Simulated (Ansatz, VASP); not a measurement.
In4Ru in VASP and in Ansatz

```
In Ru
1.0
    -3.09453    3.08970    3.15171
     3.09225   -3.08757    3.14449
     6.16395    6.15450    0.00081
In Ru
8 2
Direct
  0.31590 0.31526 0.21619
  0.81774 0.81671 0.71534
  0.81515 0.81637 0.28405
  0.31646 0.31768 0.78440
  0.46768 0.89933 0.99933
  0.96742 0.39911 0.49962
  0.89965 0.46753 0.00023
  0.39909 0.96739 0.50084
  0.50039 0.50032 0.49991
  0.00053 0.00031 0.00010
```

Change from the starting cell: cell x2, atoms moved at random (sigma 0.1 Å) and cell strained at random (1.5 %), then relaxed without symmetry.

Alike in both runs: functional PBE; k mesh 4 × 4 × 4; occupations gaussian, width 0.2 eV; no spin polarisation.

Ansatz relaxed the structure, and its values are those at the end. VASP's run is a single point on that final structure, the one shown.

|  | VASP | Ansatz |
| --- | --- | --- |
| version | VASP 6.6.1 | Ansatz 0.2.0 |
| potentials or method | VASP PAW PBE potentials, release 64 (In_d, Ru_pv), cutoff 520 eV | scalar-relativistic, plane waves, PAW |
| valence electrons in the cell | 132 | 136 |

|  | VASP | Ansatz | Ansatz less VASP |
| --- | --- | --- | --- |
| gap on the k mesh at the Fermi level (eV) | none | none | - |
| pressure (GPa) | 0.0 | 0.0 | 0.00 |
| rms of the force components (eV/Å) | 0.007 | 0.006 | -0.0008 |

A gap of «none» marks a metal or a gap that the smearing closes. VASP's potentials hold 132 valence electrons a cell and Ansatz's 136, so a difference there can come from the potentials and not from the codes.
